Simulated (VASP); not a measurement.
# Y (I4/mmm) in VASP: single point with r2SCAN

Aim: the single point of Y with r2SCAN.

Program: VASP 6.6.1. These are calculated values, not measurements. Logs are shortened: lines on timing, memory, paths and dates and some standing lists are left out, and cuts for length are marked.

### Step 1. The cell of the first run

The structure is tetragonal, space group I4/mmm (No. 139). Conventional cell: a = 3.514 Å, b = 3.514 Å, c = 5.156 Å, α = 90.00°, β = 90.00°, γ = 90.00°. Y (site symmetry 4/mmm) has 12 Y at 3.51 to 3.58 Å within 4.6 Å.

### Step 2. Single point, r2SCAN (strain +0.0375 x Voigt [0, 0, 1, 0, 0, 0])

The input, POSCAR:

```
Y
1.0
    0.0000000000      2.4850000000      2.5781875000
    2.4850000000      0.0000000000      2.5781875000
    2.4850000000      2.4850000000      0.0000000000
Y
1
Direct
    0.0000000000      0.0000000000      0.0000000000
```

The input, INCAR.step1:

```
ALGO = Normal
EDIFF = 1E-4
ENCUT = 520
GGA = PE
ISMEAR = 0
LASPH = True
LCHARG = False
LREAL = False
LWAVE = True
NBANDS = 12
NELM = 100
PREC = Accurate
SIGMA = 0.15
```

The input, INCAR.step2:

```
ALGO = Normal
EDIFF = 1E-6
ENCUT = 520
ISIF = 2
ISMEAR = 0
ISTART = 1
LASPH = True
LCHARG = False
LMIXTAU = True
LREAL = False
LWAVE = False
METAGGA = R2SCAN
NBANDS = 12
NELM = 100
PREC = Accurate
SIGMA = 0.15
```

The input, KPOINTS:

```
k-points
0
Gamma
  16 16 16
```

Potentials or basis: VASP PAW PBE potentials, release 64 (Y_sv).

On the command line:

```bash
$ cat potpaw_PBE.64/Y_sv/POTCAR > POTCAR
$ cp INCAR.step1 INCAR
$ mpirun -np 1 vasp_std > vasp.out
$ cp INCAR.step2 INCAR
$ mpirun -np 1 vasp_std > vasp.out
```

OUTCAR:

```text
EDIFF = 1E-6
   ENCUT = 520
   ISIF = 2
   ISMEAR = 0
   ISTART = 1
   LASPH = True
   LREAL = False
   METAGGA = R2SCAN
   NELM = 100
   PREC = Accurate

 ion  position               nearest neighbor table
   1  0.000  0.000  0.000-

  LATTYP: Found a body centered tetragonal cell.
 ALAT       =     3.5143207025
 C/A-ratio  =     1.4672465710

  Lattice vectors:

 A1 = (  -2.4850000000,   0.0000000000,   2.5781875000)
 A2 = (   2.4850000000,   0.0000000000,   2.5781875000)
 A3 = (   0.0000000000,   2.4850000000,  -2.5781875000)

Analysis of symmetry for initial positions (statically):
=====================================================================
 Subroutine PRICEL returns:
 Original cell was already a primitive cell.

 Routine SETGRP: Setting up the symmetry group for a
 body centered tetragonal supercell.

 Subroutine GETGRP returns: Found 16 space group operations
 (whereof 16 operations were pure point group operations)
 out of a pool of 16 trial point group operations.

The static configuration has the point symmetry D_4h.

Analysis of symmetry for dynamics (positions and initial velocities):
=====================================================================
 Subroutine PRICEL returns:
 Original cell was already a primitive cell.

 Routine SETGRP: Setting up the symmetry group for a
 body centered tetragonal supercell.

 Subroutine GETGRP returns: Found 16 space group operations
 (whereof 16 operations were pure point group operations)
 out of a pool of 16 trial point group operations.

The dynamic configuration has the point symmetry D_4h.

 Subroutine INISYM returns: Found 16 space group operations
 (whereof 16 operations are pure point group operations),
 and found     1 'primitive' translations

----------------------------------------------------------------------------------------

                                     Primitive cell

  volume of cell :      31.8418

  direct lattice vectors                    reciprocal lattice vectors
     0.000000000  2.485000000  2.578187500    -0.201207243  0.201207243  0.193934692
     2.485000000  0.000000000  2.578187500     0.201207243 -0.201207243  0.193934692
     2.485000000  2.485000000  0.000000000     0.201207243  0.201207243 -0.193934692

  length of vectors
     3.580820546  3.580820546  3.514320702     0.344353560  0.344353560  0.344353560

  position of ions in fractional coordinates (direct lattice)
     0.000000000  0.000000000  0.000000000

  ion indices of the primitive-cell ions
   primitive index   ion index
                 1           1

----------------------------------------------------------------------------------------

 KPOINTS: k-points

Automatic generation of k-mesh.
 Grid dimensions read from file:
 generate k-points for:   16   16   16

 Generating k-lattice:

  Cartesian coordinates                     Fractional coordinates (reciprocal lattice)
    -0.012575453  0.012575453  0.012120918     0.062500000  0.000000000  0.000000000
     0.012575453 -0.012575453  0.012120918     0.000000000  0.062500000  0.000000000
     0.012575453  0.012575453 -0.012120918     0.000000000  0.000000000  0.062500000

  Length of vectors
     0.021522098  0.021522098  0.021522098

  Shift w.r.t. Gamma in fractional coordinates (k-lattice)
     0.000000000  0.000000000  0.000000000

 Subroutine IBZKPT returns following result:
 ===========================================

 Found    349 irreducible k-points:

 Following reciprocal coordinates:
            Coordinates               Weight
  0.000000  0.000000  0.000000      1.000000
  0.062500  0.000000  0.000000      8.000000
  0.125000  0.000000  0.000000      8.000000
  0.187500  0.000000  0.000000      8.000000
  0.250000  0.000000  0.000000      8.000000
  0.312500 -0.000000  0.000000      8.000000
[... 16 lines left out ...]
 -0.125000  0.062500  0.000000      8.000000
 -0.062500  0.062500  0.000000      4.000000
 [... further k-points ...]
   k-points           NKPTS =    349   k-points in BZ     NKDIM =    349   number of bands    NBANDS=     12
   number of dos      NEDOS =    301   number of ions     NIONS =      1
   total plane-waves  NPLWV =  21952
   dimension x,y,z NGX =    28 NGY =   28 NGZ =   28
   dimension x,y,z NGXF=    56 NGYF=   56 NGZF=   56
   ions per type =               1
   NGX,Y,Z   is equivalent  to a cutoff of  13.00, 13.00, 13.25 a.u.
   NGXF,Y,Z  is equivalent  to a cutoff of  26.00, 26.00, 26.49 a.u.
 SYSTEM =  unknown system
   PREC   = accura    normal or accurate (medium, high low for compatibility)
   ISTART =      1    job   : 0-new  1-cont  2-samecut
   ICHARG =      0    charge: 1-file 2-atom 10-const
   ISPIN  =      1    spin polarized calculation?
   LNONCOLLINEAR =      F non collinear calculations
   LSORBIT =      F    spin-orbit coupling
   LASPH  =      T    aspherical Exc in radial PAW
   ENCUT  =  520.0 eV  38.22 Ry    6.18 a.u.   6.66  6.66  6.53*2*pi/ulx,y,z
   NELM   =    100;   NELMIN=  2; NELMDL=  0     # of ELM steps
   EDIFF  = 0.1E-05   stopping-criterion for ELM
   LREAL  =      F    real-space projection
   EDIFFG = 0.1E-04   stopping-criterion for IOM
   NSW    =      0    number of steps for IOM
   IBRION =     -1    ionic relax: 0-MD 1-quasi-New 2-CG
   NFREE  =      0    steps in history (QN), initial steepest desc. (CG)
   ISIF   =      2    stress and relaxation
   ISYM   =      2    0-nonsym 1-usesym 2-fastsym
   POTIM  = 0.5000    time-step for ionic-motion
   TEBEG  =    0.0;   TEEND  =   0.0 temperature during run
   PSTRESS=    0.0 pullay stress
   NELECT =      11.0000    total number of electrons
   NUPDOWN=      -1.0000    fix difference up-down
   EMIN   =  10.00;   EMAX   =-10.00  energy-range for DOS
   EFERMI =   0.00;   METHOD = LEGACY
   ISMEAR =     0;   SIGMA  =   0.15  broadening in eV -4-tet -1-fermi 0-gaus
   EFERMI_NEDOS =   21; number of points for ismear=-14 and -15
   IALGO  =     38    algorithm
   IMIX   =      4    mixing-type and parameters
     AMIX     =   0.40;   BMIX     =  1.00
     AMIX_MAG =   1.60;   BMIX_MAG =  1.00
  volume/ion in A,a.u.               =      31.84       214.88
  Fermi-wavevector in a.u.,A,eV,Ry     =   1.148700  2.170728 17.953047  1.319512
  Thomas-Fermi vector in A             =   2.285374
   LORBIT       =      0    0 simple, 1 ext, 2 COOP (PROOUT), +10 PAW based schemes
   METAGGA = R2SCAN    functional components
   LHFCALC =     F    Hartree Fock is set to
   AEXX    =    0.0000 exact exchange contribution
   IVDW    =     0    specifies the selected vdW correction
   LEPSILON=     F    determine dielectric tensor
   LRPA    =     F    only Hartree local field effects (RPA)
 non-spin polarized calculation
 Gauss-broadening in eV      SIGMA  =   0.15
  energy-cutoff  :      520.00
  volume of cell :       31.84
 maximum number of plane-waves:       889
   NGX = 13   NGY = 13   NGZ = 13

 number of electron      10.9999999 magnetization

 Free energy of the ion-electron system (eV)
  ---------------------------------------------------
  ext. energy  EPLUGINS =         0.00000000
  ---------------------------------------------------
  free energy    TOTEN  =       -20.22227782 eV

  energy without entropy =      -20.20472143  energy(sigma->0) =      -20.21349962

 E-fermi :   3.2528     XC(G=0): -10.2075

 val. band max:        3.2509325889   @ k =  -0.3125   0.0625   0.2500
 cond. band min:       3.2531625085   @ k =   0.4375   0.2500   0.0625
 fundamental gap:      0.0022299196
 Fermi energy:         3.2528050806

 k-point     1 :       0.0000    0.0000    0.0000
  band No.  band energies     occupation
      1     -40.8737      2.00000
      2     -19.8921      2.00000
      3     -19.8921      2.00000
      4     -19.8855      2.00000
      5      -1.7807      2.00000
      6       5.1375      0.00000
      7       5.4275      0.00000
      8       5.4276      0.00000
      9       7.2838      0.00000
     10       7.7293      0.00000
     11      12.6386      0.00000
     12      15.7481      0.00000

 k-point     2 :       0.0625    0.0000    0.0000
  band No.  band energies     occupation
      1     -40.8707      2.00000
      2     -19.9164      2.00000
      3     -19.8947      2.00000
      4     -19.8908      2.00000
      5      -1.6767      2.00000
      6       5.1088      0.00000
      7       5.3718      0.00000
      8       5.4781      0.00000
      9       7.2327      0.00000
     10       7.6603      0.00000
     11      12.8900      0.00000
     12      15.6084      0.00000

 k-point     3 :       0.1250    0.0000    0.0000
  band No.  band energies     occupation
      1     -40.8623      2.00000
      2     -19.9893      2.00000
      3     -19.9019      2.00000
      4     -19.9017      2.00000
      5      -1.3748      2.00000
      6       4.8497      0.00000
      7       5.4094      0.00000
      8       5.6077      0.00000
      9       7.1347      0.00000
     10       7.5038      0.00000
     11      13.5153      0.00000
     12      14.8484      0.00000
[... 286 lines left out ...]
 k-point    23 :      -0.1250    0.0625    0.0000
  band No.  band energies     occupation
      1     -40.8556      2.00000
      2     -20.0417      2.00000
      3     -19.9211      2.00000
      4     -19.9001      2.00000
      5      -1.1364      2.00000
      6       4.6621      0.00000
      7       5.3975      0.00000
      8       5.7170      0.00000
      9       7.1651      0.00000
     10       7.3660      0.00000
     11      13.9257      0.00000
     12      14.6114      0.00000

 k-point    24 :      -0.0625    0.0625    0.0000
  band No.  band energies     occupation
      1     -40.8657      2.00000
      2     -19.9591      2.00000
      3     -19.9022      2.00000
      4     -19.8948      2.00000
      5      -1.5004      2.00000
      6       5.0532      0.00000
      7       5.2797      0.00000
      8       5.5570      0.00000
      9       7.3093      0.00000
     10       7.4286      0.00000
     11      13.2952      0.00000
     12      15.3561      0.00000

 [... further k-points ...]

------------------------ aborting loop because EDIFF is reached ----------------------------------------

  FORCE on cell =-STRESS in cart. coord.  units (eV):
  Direction    XX          YY          ZZ          XY          YZ          ZX
  --------------------------------------------------------------------------------------
  -------------------------------------------------------------------------------------
  Total        0.4020756      0.4020756      0.2671159      0.0000000     -0.0000000      0.0000000
  in kB       20.2311733     20.2311733     13.4404287      0.0000000     -0.0000000      0.0000000
  external PRESSURE =      17.9675917 kB  Pullay stress =       0.0000000 kB

 VOLUME and BASIS-vectors are now :
 -----------------------------------------------------------------------------
  energy-cutoff  :      520.00
  volume of cell :       31.84
      direct lattice vectors                 reciprocal lattice vectors
     0.000000000  2.485000000  2.578187500    -0.201207243  0.201207243  0.193934692
     2.485000000  0.000000000  2.578187500     0.201207243 -0.201207243  0.193934692
     2.485000000  2.485000000  0.000000000     0.201207243  0.201207243 -0.193934692

 POSITION                                       TOTAL-FORCE (eV/Angst)
 -----------------------------------------------------------------------------------
      0.00000      0.00000      0.00000         0.000000     -0.000000      0.000000
 -----------------------------------------------------------------------------------
    total drift:                               -0.000000     -0.000000     -0.000000

  FREE ENERGIE OF THE ION-ELECTRON SYSTEM (eV)
  ---------------------------------------------------
  free  energy   TOTEN  =       -20.2222778201 eV

  energy  without entropy=      -20.2047214284  energy(sigma->0) =      -20.21349962
```

Wall time 3.6 min (1 thread of Intel Xeon 6975P-C (Granite Rapids), shared host); peak memory 0.29 GiB.

What came out:

```yaml
Free_energy: -20.2223 eV
Pressure: 1.8 GPa
Band_gap_on_the_k_mesh: zero (an odd number of electrons rules out a gap without spin polarisation)
```

Stress tensor (GPa, compression positive):
```
2.02 0.00 0.00
0.00 2.02 0.00
0.00 0.00 1.34
```

Levels at points of the mesh, in eV from the Fermi level:
| k point | band 3 | band 4 | band 5 | band 6 | band 7 | band 8 |
| --- | --- | --- | --- | --- | --- | --- |
| (0.00, 0.00, 0.00) | -23.14 | -23.14 | -5.03 | 1.88 | 2.17 | 2.17 |
| (0.50, 0.00, 0.00) | -23.24 | -23.21 | -2.03 | 0.51 | 1.71 | 2.05 |
| (0.50, 0.50, 0.00) | -23.35 | -23.35 | -1.88 | -0.80 | 1.79 | 5.82 |
| (0.50, 0.00, 0.50) | -23.41 | -23.35 | -1.86 | -0.93 | 2.30 | 5.77 |

Caveat: the cell differs from its parent crystal (strain +0.0375 x Voigt [0, 0, 1, 0, 0, 0]); the PAW data sets were made with another functional, which shifts forces and pressure a little.
